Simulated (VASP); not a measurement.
A run of VASP 6.6.1 is set up as follows.

POSCAR

```
BN
1.0
    2.4920180782      0.0000000000      0.0000000000
   -1.2460090391      2.1581509624      0.0000000000
    0.0000000000      0.0000000000      4.1219174452
B N
2 2
Direct
    0.3333333333      0.6666666667      0.0002034648
    0.6666666667      0.3333333333      0.5002034648
    0.3333333333      0.6666666667      0.3747965352
    0.6666666667      0.3333333333      0.8747965352
```

INCAR.step1

```
ALGO = Normal ; EDIFF = 1E-4
ENCUT = 520 ; GGA = PE
ISMEAR = 0 ; LASPH = T
LCHARG = F ; LREAL = F
LWAVE = T ; NBANDS = 16
NELM = 80 ; PREC = Accurate
SIGMA = 0.01
```

Contents of INCAR.step2:

```
ALGO = Normal ; EDIFF = 1E-6
ENCUT = 520 ; ISIF = 2
ISMEAR = 0 ; ISTART = 1
LASPH = T ; LCHARG = F
LMIXTAU = T ; LREAL = F
LWAVE = F ; METAGGA = R2SCAN
NBANDS = 16 ; NELM = 80
PREC = Accurate ; SIGMA = 0.01
```

KPOINTS

```
k-points
0
Gamma
  9 9 6
```

Potentials or basis: VASP PAW PBE potentials, release 64 (B, N).

Command:

```console
$ cat potpaw_PBE.64/B/POTCAR potpaw_PBE.64/N/POTCAR > POTCAR
$ cp INCAR.step1 INCAR
$ mpirun -np 1 vasp_std > vasp.out
$ cp INCAR.step2 INCAR
$ mpirun -np 1 vasp_std > vasp.out
```

(1) What does it give for the largest force?

(2) Estimate the pressure.

(3) What does it give for the band gap on the k mesh?

## Answers

(1) 0.054 eV/Å.

(2) 28.5 GPa.

(3) 5.62 eV, indirect (least direct gap 9.29 eV).

Caveat: the PAW data sets were made with another functional, which shifts forces and pressure a little.
